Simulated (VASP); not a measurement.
# Al3InAs4 (P-4m2) in VASP: a series of runs

Al3InAs4 is run at these levels: PBE; tasks: single point.

Everything below comes from runs of VASP 6.6.1. Logs are shortened: lines on timing, memory, paths and dates and some standing lists are left out, and cuts for length are marked.

## 1. The cell of the first run

The structure is tetragonal, space group P-4m2 (No. 115). Conventional cell: a = 3.901 Å, b = 3.901 Å, c = 11.032 Å, α = 90.00°, β = 90.00°, γ = 90.00°. Within 3.2 Å of Al (site symmetry 2mm) lie 4 As at 2.39 Å. Within 3.2 Å of Al (site symmetry -4m2) lie 4 As at 2.39 Å. Within 3.2 Å of In (site symmetry -4m2) lie 4 As at 2.39 Å. As (site symmetry 2mm) has 4 Al at 2.39 Å within 3.2 Å. Within 3.2 Å of As (site symmetry 2mm) lie 2 Al at 2.39 Å and 2 In at 2.39 Å.

## 2. Single point, PBE

The input, INCAR:

```
ALGO = Normal
EDIFF = 1E-6
ENCUT = 520
GGA = PE
ISIF = 2
ISMEAR = 0
LASPH = True
LCHARG = False
LREAL = False
LWAVE = False
NBANDS = 31
NELM = 80
PREC = Accurate
SIGMA = 0.1
```

The input, KPOINTS:

```
k-points
0
Gamma
  4 4 2
```

The input, POSCAR:

```
Al3InAs4
1.0
    3.9005255000      0.0000000000      0.0000000000
    0.0000000000      3.9005255000      0.0000000000
    0.0000000000      0.0000000000     11.0323521300
Al In As
3 1 4
Direct
    0.0000000000      0.0000000000      0.7500000000
    0.5000000000      0.5000000000      0.5000000000
    0.0000000000      0.0000000000      0.2500000000
    0.5000000000      0.5000000000      0.0000000000
    0.5000000000      0.0000000000      0.6250000000
    0.0000000000      0.5000000000      0.3750000000
    0.5000000000      0.0000000000      0.1250000000
    0.0000000000      0.5000000000      0.8750000000
```

Potentials or basis: VASP PAW PBE potentials, release 64 (Al, In_d, As).

Run with:

```sh
> cat potpaw_PBE.64/Al/POTCAR potpaw_PBE.64/In_d/POTCAR potpaw_PBE.64/As/POTCAR > POTCAR
> mpirun -np 1 vasp_std > vasp.out
```

OUTCAR:

```text
EDIFF = 1E-6
   ENCUT = 520
   GGA = PE
   ISIF = 2
   ISMEAR = 0
   LASPH = True
   LREAL = False
   NELM = 80
   PREC = Accurate

 ion  position               nearest neighbor table
   1  0.000  0.000  0.750-   5 2.39   8 2.39   8 2.39   5 2.39
   2  0.500  0.500  0.500-   5 2.39   6 2.39   5 2.39   6 2.39
   3  0.000  0.000  0.250-   6 2.39   7 2.39   6 2.39   7 2.39
   4  0.500  0.500  0.000-   7 2.39   8 2.39   7 2.39   8 2.39
   5  0.500  0.000  0.625-   1 2.39   2 2.39   2 2.39   1 2.39
   6  0.000  0.500  0.375-   2 2.39   3 2.39   3 2.39   2 2.39
   7  0.500  0.000  0.125-   3 2.39   4 2.39   4 2.39   3 2.39
   8  0.000  0.500  0.875-   1 2.39   4 2.39   1 2.39   4 2.39

  LATTYP: Found a simple tetragonal cell.
 ALAT       =     3.9005255000
 C/A-ratio  =     2.8284271260

  Lattice vectors:

 A1 = (   3.9005255000,   0.0000000000,   0.0000000000)
 A2 = (   0.0000000000,   3.9005255000,   0.0000000000)
 A3 = (   0.0000000000,   0.0000000000,  11.0323521300)

Analysis of symmetry for initial positions (statically):
=====================================================================
 Subroutine PRICEL returns:
 Original cell was already a primitive cell.

 Routine SETGRP: Setting up the symmetry group for a
 simple tetragonal supercell.

 Subroutine GETGRP returns: Found  8 space group operations
 (whereof  8 operations were pure point group operations)
 out of a pool of 16 trial point group operations.

The static configuration has the point symmetry D_2d.

Analysis of symmetry for dynamics (positions and initial velocities):
=====================================================================
 Subroutine PRICEL returns:
 Original cell was already a primitive cell.

 Routine SETGRP: Setting up the symmetry group for a
 simple tetragonal supercell.

 Subroutine GETGRP returns: Found  8 space group operations
 (whereof  8 operations were pure point group operations)
 out of a pool of 16 trial point group operations.

The dynamic configuration has the point symmetry D_2d.

 Subroutine INISYM returns: Found  8 space group operations
 (whereof  8 operations are pure point group operations),
 and found     1 'primitive' translations

----------------------------------------------------------------------------------------

                                     Primitive cell

  volume of cell :     167.8473

  direct lattice vectors                    reciprocal lattice vectors
     3.900525500  0.000000000  0.000000000     0.256375711  0.000000000  0.000000000
     0.000000000  3.900525500  0.000000000     0.000000000  0.256375711  0.000000000
     0.000000000  0.000000000 11.032352130     0.000000000  0.000000000  0.090642502

  length of vectors
     3.900525500  3.900525500 11.032352130     0.256375711  0.256375711  0.090642502

  position of ions in fractional coordinates (direct lattice)
     0.000000000  0.000000000  0.750000000
     0.500000000  0.500000000  0.500000000
     0.000000000  0.000000000  0.250000000
     0.500000000  0.500000000  0.000000000
     0.500000000  0.000000000  0.625000000
     0.000000000  0.500000000  0.375000000
     0.500000000  0.000000000  0.125000000
     0.000000000  0.500000000  0.875000000

  ion indices of the primitive-cell ions
   primitive index   ion index
                 1           1
                 2           2
                 3           3
                 4           4
                 5           5
                 6           6
                 7           7
                 8           8

----------------------------------------------------------------------------------------

 KPOINTS: k-points

Automatic generation of k-mesh.
 Grid dimensions read from file:
 generate k-points for:    4    4    2

 Generating k-lattice:

  Cartesian coordinates                     Fractional coordinates (reciprocal lattice)
     0.064093928  0.000000000  0.000000000     0.250000000  0.000000000  0.000000000
     0.000000000  0.064093928  0.000000000     0.000000000  0.250000000  0.000000000
     0.000000000  0.000000000  0.045321251     0.000000000  0.000000000  0.500000000

  Length of vectors
     0.064093928  0.064093928  0.045321251

  Shift w.r.t. Gamma in fractional coordinates (k-lattice)
     0.000000000  0.000000000  0.000000000

 Subroutine IBZKPT returns following result:
 ===========================================

 Found     12 irreducible k-points:

 Following reciprocal coordinates:
            Coordinates               Weight
  0.000000  0.000000  0.000000      1.000000
  0.250000  0.000000  0.000000      4.000000
  0.500000  0.000000  0.000000      2.000000
  0.250000  0.250000  0.000000      4.000000
  0.500000  0.250000  0.000000      4.000000
  0.500000  0.500000  0.000000      1.000000
  0.000000  0.000000  0.500000      1.000000
  0.250000  0.000000  0.500000      4.000000
  0.500000  0.000000  0.500000      2.000000
  0.250000  0.250000  0.500000      4.000000
  0.500000  0.250000  0.500000      4.000000
  0.500000  0.500000  0.500000      1.000000
   k-points           NKPTS =     12   k-points in BZ     NKDIM =     12   number of bands    NBANDS=     31
   number of dos      NEDOS =    301   number of ions     NIONS =      8
   total plane-waves  NPLWV =  75600
   dimension x,y,z NGX =    30 NGY =   30 NGZ =   84
   dimension x,y,z NGXF=    60 NGYF=   60 NGZF=  168
   ions per type =               3   1   4
   NGX,Y,Z   is equivalent  to a cutoff of  12.79, 12.79, 12.66 a.u.
   NGXF,Y,Z  is equivalent  to a cutoff of  25.57, 25.57, 25.32 a.u.
 SYSTEM =  unknown system
   PREC   = accura    normal or accurate (medium, high low for compatibility)
   ISTART =      0    job   : 0-new  1-cont  2-samecut
   ICHARG =      2    charge: 1-file 2-atom 10-const
   ISPIN  =      1    spin polarized calculation?
   LNONCOLLINEAR =      F non collinear calculations
   LSORBIT =      F    spin-orbit coupling
   LASPH  =      T    aspherical Exc in radial PAW
   ENCUT  =  520.0 eV  38.22 Ry    6.18 a.u.   7.25  7.25 20.51*2*pi/ulx,y,z
   NELM   =     80;   NELMIN=  2; NELMDL= -5     # of ELM steps
   EDIFF  = 0.1E-05   stopping-criterion for ELM
   LREAL  =      F    real-space projection
   EDIFFG = 0.1E-04   stopping-criterion for IOM
   NSW    =      0    number of steps for IOM
   IBRION =     -1    ionic relax: 0-MD 1-quasi-New 2-CG
   NFREE  =      0    steps in history (QN), initial steepest desc. (CG)
   ISIF   =      2    stress and relaxation
   ISYM   =      2    0-nonsym 1-usesym 2-fastsym
   POTIM  = 0.5000    time-step for ionic-motion
   TEBEG  =    0.0;   TEEND  =   0.0 temperature during run
   PSTRESS=    0.0 pullay stress
   NELECT =      42.0000    total number of electrons
   NUPDOWN=      -1.0000    fix difference up-down
   EMIN   =  10.00;   EMAX   =-10.00  energy-range for DOS
   EFERMI =   0.00;   METHOD = LEGACY
   ISMEAR =     0;   SIGMA  =   0.10  broadening in eV -4-tet -1-fermi 0-gaus
   EFERMI_NEDOS =   21; number of points for ismear=-14 and -15
   IALGO  =     38    algorithm
   IMIX   =      4    mixing-type and parameters
     AMIX     =   0.40;   BMIX     =  1.00
     AMIX_MAG =   1.60;   BMIX_MAG =  1.00
  volume/ion in A,a.u.               =      20.98       141.59
  Fermi-wavevector in a.u.,A,eV,Ry     =   1.031620  1.949479 14.479866  1.064240
  Thomas-Fermi vector in A             =   2.165777
   LORBIT       =      0    0 simple, 1 ext, 2 COOP (PROOUT), +10 PAW based schemes
   GGA     = PE    functional components
   LHFCALC =     F    Hartree Fock is set to
   AEXX    =    0.0000 exact exchange contribution
   IVDW    =     0    specifies the selected vdW correction
   LEPSILON=     F    determine dielectric tensor
   LRPA    =     F    only Hartree local field effects (RPA)
 non-spin polarized calculation
 Gauss-broadening in eV      SIGMA  =   0.10
  energy-cutoff  :      520.00
  volume of cell :      167.85
 maximum number of plane-waves:      4566
 NGX is ok and might be reduce to    30
   NGX = 15   NGY = 15   NGZ = 41

 number of electron      41.9999995 magnetization

 Free energy of the ion-electron system (eV)
  ---------------------------------------------------
  ext. energy  EPLUGINS =         0.00000000
  ---------------------------------------------------
  free energy    TOTEN  =       -33.83199926 eV

  energy without entropy =      -33.83199926  energy(sigma->0) =      -33.83199926

 E-fermi :   5.8626     XC(G=0):  -9.5954

 val. band max:        5.4164039061   @ k =   0.0000   0.0000   0.0000
 cond. band min:       6.5750492750   @ k =   0.5000   0.5000   0.0000
 fundamental gap:      1.1586453689
 Fermi energy:         5.8625549425

 k-point     1 :       0.0000    0.0000    0.0000
  band No.  band energies     occupation
      1      -9.5670      2.00000
      2      -9.2310      2.00000
      3      -9.2310      2.00000
      4      -9.1013      2.00000
      5      -9.0151      2.00000
      6      -7.4569      2.00000
[... 23 lines left out ...]
     30       9.6734      0.00000
     31       9.7149      0.00000

 k-point     2 :       0.2500    0.0000    0.0000
  band No.  band energies     occupation
      1      -9.5258      2.00000
      2      -9.3271      2.00000
      3      -9.2266      2.00000
      4      -9.0743      2.00000
      5      -9.0362      2.00000
      6      -6.9277      2.00000
[... 23 lines left out ...]
     30      10.4286      0.00000
     31      11.1676      0.00000

 k-point     3 :       0.5000    0.0000    0.0000
  band No.  band energies     occupation
      1      -9.4976      2.00000
      2      -9.3974      2.00000
      3      -9.2221      2.00000
      4      -9.0572      2.00000
      5      -9.0481      2.00000
      6      -5.8190      2.00000
[... 295 lines left out ...]
     30      11.8568      0.00000
     31      12.0481      0.00000

 k-point    12 :       0.5000    0.5000    0.5000
  band No.  band energies     occupation
      1      -9.4627      2.00000
      2      -9.4627      2.00000
      3      -9.1307      2.00000
      4      -9.1163      2.00000
      5      -9.0304      2.00000
      6      -4.8642      2.00000
[... 23 lines left out ...]
     30      13.6334      0.00000
     31      13.6334      0.00000

------------------------ aborting loop because EDIFF is reached ----------------------------------------

  FORCE on cell =-STRESS in cart. coord.  units (eV):
  Direction    XX          YY          ZZ          XY          YZ          ZX
  --------------------------------------------------------------------------------------
  -------------------------------------------------------------------------------------
  Total       18.0689656     18.0689656     16.9030646      0.0000000      0.0000000      0.0000000
  in kB      172.4763348    172.4763348    161.3472897      0.0000000      0.0000000      0.0000000
  external PRESSURE =     168.7666531 kB  Pullay stress =       0.0000000 kB

 VOLUME and BASIS-vectors are now :
 -----------------------------------------------------------------------------
  energy-cutoff  :      520.00
  volume of cell :      167.85
      direct lattice vectors                 reciprocal lattice vectors
     3.900525500  0.000000000  0.000000000     0.256375711  0.000000000  0.000000000
     0.000000000  3.900525500  0.000000000     0.000000000  0.256375711  0.000000000
     0.000000000  0.000000000 11.032352130     0.000000000  0.000000000  0.090642502

 POSITION                                       TOTAL-FORCE (eV/Angst)
 -----------------------------------------------------------------------------------
      0.00000      0.00000      8.27426         0.000000     -0.000000     -0.058225
      1.95026      1.95026      5.51618         0.000000     -0.000000      0.000000
      0.00000      0.00000      2.75809         0.000000     -0.000000      0.058225
      1.95026      1.95026      0.00000         0.000000      0.000000      0.000000
      1.95026      0.00000      6.89522         0.000000     -0.000000      0.017932
      0.00000      1.95026      4.13713         0.000000     -0.000000     -0.017932
      1.95026      0.00000      1.37904         0.000000     -0.000000      2.479038
      0.00000      1.95026      9.65331         0.000000     -0.000000     -2.479038
 -----------------------------------------------------------------------------------
    total drift:                                0.000000      0.000000     -0.000000

  FREE ENERGIE OF THE ION-ELECTRON SYSTEM (eV)
  ---------------------------------------------------
  free  energy   TOTEN  =       -33.8319992555 eV

  energy  without entropy=      -33.8319992555  energy(sigma->0) =      -33.83199926
```

It took 45 s on 1 thread of AMD EPYC 9R14 (Zen 4), shared host; peak memory 0.25 GiB.

What came out:

```
Free energy            : -33.8320 eV
Pressure               : 16.9 GPa
Largest force          : 2.479 eV/Å
Band gap on the k mesh : 1.16 eV, indirect (least direct gap 1.19 eV)
```

Forces in eV/Å, atoms in the order of the input:
```
Al   0.000  0.000 -0.058
Al   0.000  0.000  0.000
Al   0.000  0.000  0.058
In   0.000  0.000  0.000
As   0.000  0.000  0.018
As   0.000  0.000 -0.018
As   0.000  0.000  2.479
As   0.000  0.000 -2.479
```

Caveat: spin-orbit coupling is left out, which moves the levels of the heavy elements; forces of over 1 eV/Å act on the atoms, so gaps and moduli don't describe the material at rest. A k mesh can miss the band edges.

## 3. Single point, PBE

This run uses another cell than the first one, of 24.84 Å³/atom, 1.184 times its volume.

The input, INCAR:

```
SYSTEM = Al3InAs4
PREC = Accurate ; ENCUT = 520
EDIFF = 1E-6 ; ISMEAR = 0
SIGMA = 0.1 ; LREAL = .FALSE.
LASPH = .TRUE. ; NELM = 80
ALGO = Normal ; ISIF = 2
LWAVE = .FALSE. ; LCHARG = .FALSE.
GGA = PE ; NBANDS = 31
```

The input, KPOINTS:

```
regular mesh
0
G
  4 4 2
  0 0 0
```

The input, POSCAR:

```
Al3InAs4
1.0
    4.1423647186      0.0000000000      0.0000000000
    0.0000000000      4.1423647186      0.0000000000
    0.0000000000      0.0000000000     11.5792581871
Al In As
3 1 4
Direct
    0.0000000000      0.0000000000      0.7406687396
    0.5000000000      0.5000000000      0.5000000000
    0.0000000000      0.0000000000      0.2593312604
    0.5000000000      0.5000000000      0.0000000000
    0.5000000000      0.0000000000      0.6203206934
    0.0000000000      0.5000000000      0.3796793066
    0.5000000000      0.0000000000      0.1410690049
    0.0000000000      0.5000000000      0.8589309951
```

Potentials or basis: VASP PAW PBE potentials, release 64 (Al, In_d, As).

Run with:

```sh
> cat potpaw_PBE.64/Al/POTCAR potpaw_PBE.64/In_d/POTCAR potpaw_PBE.64/As/POTCAR > POTCAR
> mpirun -np 1 vasp_std > vasp.out
```

It took 50 s on 1 thread of AMD EPYC 9R14 (Zen 4), shared host; peak memory 0.28 GiB.

Results (log left out):

```
Free energy            : -35.6280 eV
Pressure               : 0.2 GPa
Largest force          : 0.010 eV/Å
Band gap on the k mesh : 1.06 eV, direct
```

Forces on the atoms (eV/Å):
```
Al   0.000  0.000  0.005
Al   0.000  0.000  0.000
Al   0.000  0.000 -0.005
In   0.000  0.000  0.000
As   0.000  0.000  0.003
As   0.000  0.000 -0.003
As   0.000  0.000  0.010
As   0.000  0.000 -0.010
```

Levels at points of the mesh, in eV from the valence-band top:
```tsv
k point	band 17	band 18	band 19	band 20	band 21	band 22	band 23	band 24	band 25	band 26
(0.00, 0.00, 0.00)	-1.23	-1.23	-0.12	0.00	0.00	1.06	1.44	1.98	2.31	2.57
(0.50, 0.00, 0.00)	-1.18	-1.13	-0.86	-0.80	-0.42	1.49	1.70	2.83	3.11	4.38
(0.50, 0.50, 0.00)	-2.75	-2.22	-2.12	-2.12	-2.03	1.50	1.50	1.85	2.52	4.38
(0.00, 0.00, 0.50)	-1.47	-0.72	-0.72	-0.33	-0.33	1.49	1.80	2.24	2.46	2.71
(0.50, 0.00, 0.50)	-1.73	-1.19	-1.18	-1.14	-0.43	2.40	2.42	2.51	2.53	4.13
(0.50, 0.50, 0.50)	-2.52	-2.51	-2.46	-2.42	-2.42	2.45	2.45	2.58	2.58	2.67
```

Caveat: spin-orbit coupling is left out, which moves the levels of the heavy elements. Expect the measured gap to be larger: semilocal functionals such as PBE lack the derivative discontinuity.
